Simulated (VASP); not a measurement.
ScNb: single point with LDA

Crystal: ScNb.

```
Sc Nb
1.0
     3.06564    0.00000    0.00000
    -1.53282    2.65493    0.00000
     0.00000    0.00000    5.07219
Sc Nb
1 1
Direct
  0.00000 0.00000 0.00000
  0.33333 0.66667 0.50000
```

```json
{"Program": "VASP 6.6.1", "Task": "single point", "Functional": "LDA", "Potentials or basis": "VASP PAW LDA potentials, release 64 (Sc_sv, Nb_sv)", "Cutoff": "520 eV", "k mesh": "18 × 18 × 10", "Occupations": "gaussian, width 0.15 eV", "Spin": "no spin polarisation"}
```

```json
{
  "Pressure": "-7.5 GPa",
  "Band gap on the k mesh": "zero (band 12 reaches 7.64 eV, above the bottom of band 13 at 6.63 eV)"
}
```

Levels at points of the mesh, in eV from the Fermi level:
| k point | band 10 | band 11 | band 12 | band 13 | band 14 | band 15 |
| --- | --- | --- | --- | --- | --- | --- |
| (0.00, 0.00, 0.00) | -2.82 | 0.59 | 0.59 | 0.92 | 1.02 | 2.04 |
| (0.50, 0.00, 0.00) | -2.02 | -1.75 | -0.08 | 0.84 | 0.92 | 1.56 |
| (0.00, 0.00, 0.50) | -3.64 | -0.60 | 0.47 | 0.47 | 0.84 | 1.44 |
| (0.50, 0.00, 0.50) | -2.64 | -1.05 | -0.33 | 1.75 | 1.76 | 1.80 |

It took 4.9 min on 1 thread of Intel(R) Xeon(R) Platinum 8375C CPU @ 2.90GHz (Ice Lake) (shared host), peak memory 0.29 GiB.
